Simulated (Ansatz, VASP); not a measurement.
One calculation of Ti2B, two programs

POSCAR

```
Ti2B
1.0
    1.3903501034     -0.8027190064      3.1887653892
    0.0000000000      1.6054380130      3.1887653891
   -1.3903501034     -0.8027190064      3.1887653892
B Ti
1 2
Direct
    0.0000000000      0.0000000000      0.0000000000
    0.2326288388      0.2326288388      0.2326288388
    0.7673711612      0.7673711612      0.7673711612
```

Contents of INCAR.step1:

```
SYSTEM = Ti2B
PREC = Accurate ; ENCUT = 520
ISMEAR = -1 ; SIGMA = 0.05
LREAL = .False. ; LASPH = .True.
NELM = 100 ; NBANDS = 20
GGA = PE ; ALGO = Normal
EDIFF = 1E-4 ; LWAVE = .True.
LCHARG = .False.
```

Contents of INCAR.step2:

```
SYSTEM = Ti2B
PREC = Accurate ; ENCUT = 520
EDIFF = 1E-6 ; ISMEAR = -1
SIGMA = 0.05 ; LREAL = .False.
LASPH = .True. ; NELM = 100
ALGO = Normal ; ISIF = 2
LWAVE = .False. ; LCHARG = .False.
METAGGA = R2SCAN ; LMIXTAU = .True.
NBANDS = 20 ; ISTART = 1
```

KPOINTS

```
Automatic mesh
0
Gamma
  14 14 14
  0 0 0
```

Input for Ansatz:

```yaml
crystal:
  lattice:
    - [1.3903501034, -0.8027190064, 3.1887653892]
    - [0.0, 1.605438013, 3.1887653891]
    - [-1.3903501034, -0.8027190064, 3.1887653892]
  atoms:
    - { symbol: B, position: [0.0, 0.0, 0.0] }
    - { symbol: Ti, position: [0.2326288388, 0.2326288388, 0.2326288388] }
    - { symbol: Ti, position: [0.7673711612, 0.7673711612, 0.7673711612] }
kpoints:
  mp_grid: { grid: [14, 14, 14] }
  band_path:
    path:
      - [0.0, 0.0, 0.0]
      - [0.5, 0.5, 0.5]
      - [0.7910868369, 0.2089131631, 0.5]
      - [0.5, -0.2089131631, 0.2089131631]
      - [0.5, 0.0, 0.0]
      - [0.0, 0.0, 0.0]
      - [0.3544565816, -0.3544565816, 0.0]
      - [0.6455434184, 0.0, 0.3544565816]
      - [0.5, 0.0, 0.5]
    npoints: 14
scf:
  occupations: { method: fermi_dirac, width: 0.05 }
hamiltonian:
  xc: r2scan
  pseudopotentials: { kind: paw }
output:
  forces: true
  stress: true
  eigenvalues: true
  populations: true
  bader: true
  write_density: true
  write_potential: true
  elf: true
  volumetric_format: npy
```

Change from the starting cell: volume scaled by 0.5, PAW files.

Alike in both runs: task single point; functional r2SCAN; k mesh 14 × 14 × 14; occupations fermi-dirac, width 0.05 eV; no spin polarisation.

|  | VASP | Ansatz |
| --- | --- | --- |
| version | VASP 6.6.1 | Ansatz 0.2.0 |
| potentials or method | VASP PAW PBE potentials, release 64 (B, Ti_sv) | PAW with Ansatz's default frozen-core files, scalar-relativistic |
| plane-wave cutoff (eV) | 520 | 500 |
| valence electrons in the cell | 27 | 27 |

|  | VASP | Ansatz | Ansatz less VASP |
| --- | --- | --- | --- |
| pressure (GPa) | 273.6 | 267.9 | -5.75 |
| traceless stress, the component that is largest in VASP (GPa) | 0.37 | -0.15 | -0.517 |
| rms of the force components (eV/Å) | 0.269 | 0.000 | -0.2687 |

VASP's potentials were made for PBE, not for r2SCAN. Atom by atom the forces differ by 0.269 eV/Å (rms over components). Both programs put the cell under a high pressure, so it lies far from rest at this level. One of these differences is far larger than is usual between the two programs; its cause wasn't traced.

Noted on VASP's run: the cell as given lies far from equilibrium.
